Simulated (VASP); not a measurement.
Here is a VASP 6.6.1 calculation.

Contents of INCAR:

```
PREC = Accurate ; ENCUT = 520
EDIFF = 1E-6 ; ISMEAR = -1
SIGMA = 0.1 ; LREAL = False
LASPH = True ; NELM = 100
ALGO = Normal ; ISIF = 2
LWAVE = False ; LCHARG = False
GGA = PE ; NBANDS = 19
```

File KPOINTS:

```
regular mesh
0
Gamma
  18 18 10
```

File POSCAR:

```
Ti
1.0
    2.3249502133      0.0000000000      0.0000000000
   -1.1624751066      2.0134659472      0.0000000000
    0.0000000000      0.0000000000      4.3633454810
Ti
2
Direct
    0.3333333333      0.6666666667      0.2500000000
    0.6666666667      0.3333333333      0.7500000000
```

Potentials or basis: VASP PAW PBE potentials, release 64 (Ti_sv).

Command:

```sh
$ cat potpaw_PBE.64/Ti_sv/POTCAR > POTCAR
$ mpirun -np 1 vasp_std > vasp.out
```

**Question.** Estimate the band gap on the k mesh.

**Answer.** Zero (bands 12 and 13 overlap by 1.68 eV).

**Question.** What does it give for the pressure?

**Answer.** 129.3 GPa.

Stress tensor (GPa, compression positive):
```
130.26   0.00   0.00
  0.00 130.26   0.00
  0.00   0.00 127.26
```

Caveat: the cell stands under pressure.
